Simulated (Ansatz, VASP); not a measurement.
**One calculation of Ta, two programs**

POSCAR

```
Ta
1.0
    0.0000000000      2.1201070597      2.1201070597
    2.1201070597      0.0000000000      2.1201070597
    2.1201070597      2.1201070597      0.0000000000
Ta
1
Direct
    0.0000000000      0.0000000000      0.0000000000
```

File INCAR.step1:

```
PREC = Accurate
ENCUT = 520
ISMEAR = -1
SIGMA = 0.08
LREAL = F
LASPH = T
NELM = 100
NBANDS = 12
GGA = PE
ALGO = Normal
EDIFF = 1E-4
LWAVE = T
LCHARG = F
```

INCAR.step2

```
PREC = Accurate
ENCUT = 520
EDIFF = 1E-8
ISMEAR = -1
SIGMA = 0.08
LREAL = F
LASPH = T
NELM = 100
ALGO = Normal
ISIF = 2
LWAVE = F
LCHARG = F
METAGGA = R2SCAN
LMIXTAU = T
LEFG = T
NBANDS = 12
ISTART = 1
```

File KPOINTS:

```
regular mesh
0
Gamma
  14 14 14
```

Input for Ansatz:

```yaml
crystal:
  lattice:
    - [0.0, 2.1201070597, 2.1201070597]
    - [2.1201070597, 0.0, 2.1201070597]
    - [2.1201070597, 2.1201070597, 0.0]
  atoms:
    - { symbol: Ta, position: [0.0, 0.0, 0.0] }
kpoints:
  mp_grid: { grid: [14, 14, 14] }
scf:
  occupations: { method: fermi_dirac, width: 0.08 }
hamiltonian:
  xc: r2scan
  pseudopotentials: { kind: paw }
output:
  forces: true
  stress: true
  eigenvalues: true
  efg: { contact_densities: true }
```

Change from the starting cell: volume scaled by 1.05, PAW files.

Alike in both runs: task electric field gradients; functional r2SCAN; k mesh 14 × 14 × 14; occupations fermi-dirac, width 0.08 eV; no spin polarisation.

|  | VASP | Ansatz |
| --- | --- | --- |
| version | VASP 6.6.1 | Ansatz 0.2.0 |
| potentials or method | VASP PAW PBE potentials, release 64 (Ta_pv) | PAW with Ansatz's default frozen-core files, scalar-relativistic |
| plane-wave cutoff (eV) | 520 | 500 |
| valence electrons in the cell | 11 | 13 |

```tsv
	VASP	Ansatz	Ansatz less VASP
pressure (GPa)	-3.9	-4.4	-0.45
```

VASP's potentials were made for PBE, not for r2SCAN. VASP's potentials hold 11 valence electrons a cell and Ansatz's 13, so a difference there can come from the potentials and not from the codes.

Spin-orbit coupling is off throughout.
